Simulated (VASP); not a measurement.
# Mg2BeS3 (Amm2) in VASP: single point with PBE

Aim: the single point of Mg2BeS3 with PBE.

Everything below comes from runs of VASP 6.6.1. Logs are shortened: lines on timing, memory, paths and dates and some standing lists are left out, and cuts for length are marked.

**1. The cell of the first run**

Symmetry: Amm2, No. 38, orthorhombic system. Conventional cell: a = 3.365 Å, b = 3.373 Å, c = 17.848 Å, α = 90.00°, β = 90.00°, γ = 90.00°. Mg (site symmetry mm2) has 6 S at 2.60 to 2.65 Å and 6 Mg at 3.37 to 3.55 Å and 2 Be at 3.45 Å within 3.6 Å. Mg (site symmetry mm2) has 6 S at 2.59 to 2.65 Å and 2 Be at 3.26 Å and 4 Mg at 3.37 Å within 3.4 Å. Be (site symmetry mm2) has 6 S at 2.34 to 2.60 Å within 3.1 Å. S (site symmetry mm2) has 2 Mg at 2.60 Å and 4 Be at 2.60 Å and 6 S at 3.15 to 3.37 Å within 3.4 Å. S (site symmetry mm2) has 2 Be at 2.34 Å and 4 Mg at 2.65 Å and 2 S at 3.15 Å within 3.2 Å. Within 3.4 Å of S (site symmetry mm2) lie 6 Mg at 2.59 to 2.65 Å and 4 S at 3.37 Å.

The cell was built from a structure type or drawn by symmetry, and may not be a known phase.

**2. Single point, PBE**

File INCAR:

```
SYSTEM = Mg2BeS3
ALGO     = Normal         ! electronic algorithm
EDIFF    = 1E-6           ! SCF threshold, eV
ENCUT    = 600            ! plane-wave cutoff, eV
GGA      = PE             ! functional
GGA_COMPAT= .False.      
ISIF     = 2              ! what is computed and relaxed
ISMEAR   = 0              ! smearing method
LASPH    = .True.         ! aspherical terms in the spheres
LCHARG   = .False.        ! write CHGCAR
LREAL    = .False.        ! projectors in reciprocal space
LWAVE    = .False.        ! write WAVECAR
NBANDS   = 21             ! bands
NELM     = 120            ! most SCF steps
PREC     = Accurate       ! precision mode
SIGMA    = 0.15           ! smearing width, eV
```

File KPOINTS:

```
k-points
0
Gamma
  3 3 3
  0 0 0
```

File POSCAR:

```
Mg2BeS3
1.0
    3.3651191304      0.0000000000      0.0000000000
    0.0000000000      1.6863931788      8.9241405312
    0.0000000000     -1.6863931788      8.9241405312
Mg Be S
2 1 3
Direct
    0.0000000000      0.1169408818      0.1169408818
    0.5000000000      0.9417416657      0.9417416657
    0.5000000000      0.2855791257      0.2855791257
    0.0000000000      0.7275454511      0.7275454511
    0.0000000000      0.3765363412      0.3765363412
    0.5000000000      0.5516575444      0.5516575444
```

Potentials or basis: VASP PAW PBE potentials, release 64 (Mg, Be, S).

On the command line:

```bash
> cat potpaw_PBE.64/Mg/POTCAR potpaw_PBE.64/Be/POTCAR potpaw_PBE.64/S/POTCAR > POTCAR
> mpirun -np 1 vasp_std > vasp.out
```

OUTCAR:

```text
SYSTEM = Mg2BeS3
   EDIFF = 1E-6
   ENCUT = 600
   GGA = PE
   ISIF = 2
   ISMEAR = 0
   LASPH = .True.
   LREAL = .False.
   NELM = 120
   PREC = Accurate

 ion  position               nearest neighbor table
   1  0.000  0.117  0.117-   4 2.60   4 2.60   6 2.65   6 2.65   6 2.65   6 2.65   2 3.55   2 3.55

   2  0.500  0.942  0.942-   6 2.59   6 2.59   5 2.65   5 2.65   5 2.65   5 2.65   1 3.55   1 3.55

   3  0.500  0.286  0.286-   5 2.34   5 2.34
   4  0.000  0.728  0.728-   1 2.60   1 2.60
   5  0.000  0.377  0.377-   3 2.34   3 2.34   2 2.65   2 2.65   2 2.65   2 2.65
   6  0.500  0.552  0.552-   2 2.59   2 2.59   1 2.65   1 2.65   1 2.65   1 2.65

  LATTYP: Found a base centered orthorhombic cell.
 ALAT       =     3.3727863576
 B/A-ratio  =     5.2918504673
 C/A-ratio  =     0.9977267380

  Lattice vectors:

 A1 = (   0.0000000000,   1.6863931788,  -8.9241405312)
 A2 = (   0.0000000000,   1.6863931788,   8.9241405312)
 A3 = (   3.3651191304,   0.0000000000,   0.0000000000)

Analysis of symmetry for initial positions (statically):
=====================================================================
 Subroutine PRICEL returns:
 Original cell was already a primitive cell.

 Routine SETGRP: Setting up the symmetry group for a
 base centered orthorhombic supercell.

 Subroutine GETGRP returns: Found  4 space group operations
 (whereof  4 operations were pure point group operations)
 out of a pool of  8 trial point group operations.

The static configuration has the point symmetry C_2v.

Analysis of symmetry for dynamics (positions and initial velocities):
=====================================================================
 Subroutine PRICEL returns:
 Original cell was already a primitive cell.

 Routine SETGRP: Setting up the symmetry group for a
 base centered orthorhombic supercell.

 Subroutine GETGRP returns: Found  4 space group operations
 (whereof  4 operations were pure point group operations)
 out of a pool of  8 trial point group operations.

The dynamic configuration has the point symmetry C_2v.

 Subroutine INISYM returns: Found  4 space group operations
 (whereof  4 operations are pure point group operations),
 and found     1 'primitive' translations

----------------------------------------------------------------------------------------

                                     Primitive cell

[... 82 lines left out ...]
   LREAL  =      F    real-space projection
   EDIFFG = 0.1E-04   stopping-criterion for IOM
   NSW    =      0    number of steps for IOM
   IBRION =     -1    ionic relax: 0-MD 1-quasi-New 2-CG
   NFREE  =      0    steps in history (QN), initial steepest desc. (CG)
   ISIF   =      2    stress and relaxation
   ISYM   =      2    0-nonsym 1-usesym 2-fastsym
   POTIM  = 0.5000    time-step for ionic-motion
   TEBEG  =    0.0;   TEEND  =   0.0 temperature during run
   PSTRESS=    0.0 pullay stress
   NELECT =      24.0000    total number of electrons
   NUPDOWN=      -1.0000    fix difference up-down
   EMIN   =  10.00;   EMAX   =-10.00  energy-range for DOS
   EFERMI =   0.00;   METHOD = LEGACY
   ISMEAR =     0;   SIGMA  =   0.15  broadening in eV -4-tet -1-fermi 0-gaus
   EFERMI_NEDOS =   21; number of points for ismear=-14 and -15
   IALGO  =     38    algorithm
   IMIX   =      4    mixing-type and parameters
     AMIX     =   0.40;   BMIX     =  1.00
     AMIX_MAG =   1.60;   BMIX_MAG =  1.00
  volume/ion in A,a.u.               =      16.88       113.92
  Fermi-wavevector in a.u.,A,eV,Ry     =   1.013040  1.914368 13.962985  1.026250
  Thomas-Fermi vector in A             =   2.146185
   LORBIT       =      0    0 simple, 1 ext, 2 COOP (PROOUT), +10 PAW based schemes
   GGA     = PE    functional components
   LHFCALC =     F    Hartree Fock is set to
   AEXX    =    0.0000 exact exchange contribution
   IVDW    =     0    specifies the selected vdW correction
   LEPSILON=     F    determine dielectric tensor
   LRPA    =     F    only Hartree local field effects (RPA)
 non-spin polarized calculation
 Gauss-broadening in eV      SIGMA  =   0.15
  energy-cutoff  :      600.00
  volume of cell :      101.29
 maximum number of plane-waves:      3417
 NGX is ok and might be reduce to    28
   NGX = 13   NGY = 37   NGZ = 37

 number of electron      23.9999999 magnetization

 Free energy of the ion-electron system (eV)
  ---------------------------------------------------
  ext. energy  EPLUGINS =         0.00000000
  ---------------------------------------------------
  free energy    TOTEN  =       -23.18452076 eV

  energy without entropy =      -23.18452076  energy(sigma->0) =      -23.18452076

 E-fermi :   5.6468     XC(G=0):  -9.6726

 val. band max:        4.9462765400   @ k =   0.0000  -0.3333   0.3333
 cond. band min:       6.3546759805   @ k =   0.0000   0.0000   0.0000
 fundamental gap:      1.4083994405
 Fermi energy:         5.6467726183

 k-point     1 :       0.0000    0.0000    0.0000
  band No.  band energies     occupation
      1      -9.0620      2.00000
      2      -8.0883      2.00000
      3      -7.6474      2.00000
      4      -0.3049      2.00000
      5       0.1729      2.00000
      6       2.6658      2.00000
[... 181 lines left out ...]
     20      11.4576      0.00000
     21      12.3349      0.00000

------------------------ aborting loop because EDIFF is reached ----------------------------------------

  FORCE on cell =-STRESS in cart. coord.  units (eV):
  Direction    XX          YY          ZZ          XY          YZ          ZX
  --------------------------------------------------------------------------------------
  -------------------------------------------------------------------------------------
  Total       -0.0585483     -0.1121790      0.2469647      0.0000000      0.0000000      0.0000000
  in kB       -0.9261237     -1.7744604      3.9065169      0.0000000      0.0000000      0.0000000
  external PRESSURE =       0.4019776 kB  Pullay stress =       0.0000000 kB

 VOLUME and BASIS-vectors are now :
 -----------------------------------------------------------------------------
  energy-cutoff  :      600.00
  volume of cell :      101.29
      direct lattice vectors                 reciprocal lattice vectors
     3.365119130  0.000000000  0.000000000     0.297166300  0.000000000  0.000000000
     0.000000000  1.686393179  8.924140531     0.000000000  0.296490763  0.056027804
     0.000000000 -1.686393179  8.924140531     0.000000000 -0.296490763  0.056027804

 POSITION                                       TOTAL-FORCE (eV/Angst)
 -----------------------------------------------------------------------------------
      0.00000      0.00000      2.08719         0.000000      0.000000      0.005087
      1.68256      0.00000     16.80847         0.000000      0.000000     -0.006624
      1.68256      0.00000      5.09710         0.000000      0.000000     -0.006130
      0.00000      0.00000     12.98544         0.000000      0.000000     -0.018492
      0.00000      0.00000      6.72053         0.000000      0.000000      0.013886
      1.68256      0.00000      9.84614         0.000000      0.000000      0.012273
 -----------------------------------------------------------------------------------
    total drift:                                0.000000     -0.000000     -0.000182

  FREE ENERGIE OF THE ION-ELECTRON SYSTEM (eV)
  ---------------------------------------------------
  free  energy   TOTEN  =       -23.1845207551 eV

  energy  without entropy=      -23.1845207551  energy(sigma->0) =      -23.18452076
```

stdout:

```text
POSCAR found type information on POSCAR MgBeS
 POSCAR found :  3 types and       6 ions
 scaLAPACK will be used
 LDA part: xc-table for (Slater+PW92), standard interpolation
 POSCAR, INCAR and KPOINTS ok, starting setup
 FFT: planning ... GRIDC
 FFT: planning ... GRID_SOFT
 FFT: planning ... GRID
 WAVECAR not read
 entering main loop
```

It took 43 s on 1 thread of Intel Xeon Platinum 8488C (Sapphire Rapids), shared host; peak memory 0.41 GiB.

What came out:

| Property | Result |
| --- | --- |
| Free energy | -23.1845 eV |
| Pressure | 0.0 GPa |
| Largest force | 0.018 eV/Å |
| Band gap on the k mesh | 1.41 eV (least direct gap 2.01 eV) |

Forces in eV/Å, atoms in the order of the input:
```
Mg   0.000  0.000  0.005
Mg   0.000  0.000 -0.007
Be   0.000  0.000 -0.006
S    0.000  0.000 -0.018
S    0.000  0.000  0.014
S    0.000  0.000  0.012
```

Caveat: the k points lie up to 0.63 Å⁻¹ apart; an odd mesh through Γ misses points on the zone boundary, where band edges can lie.
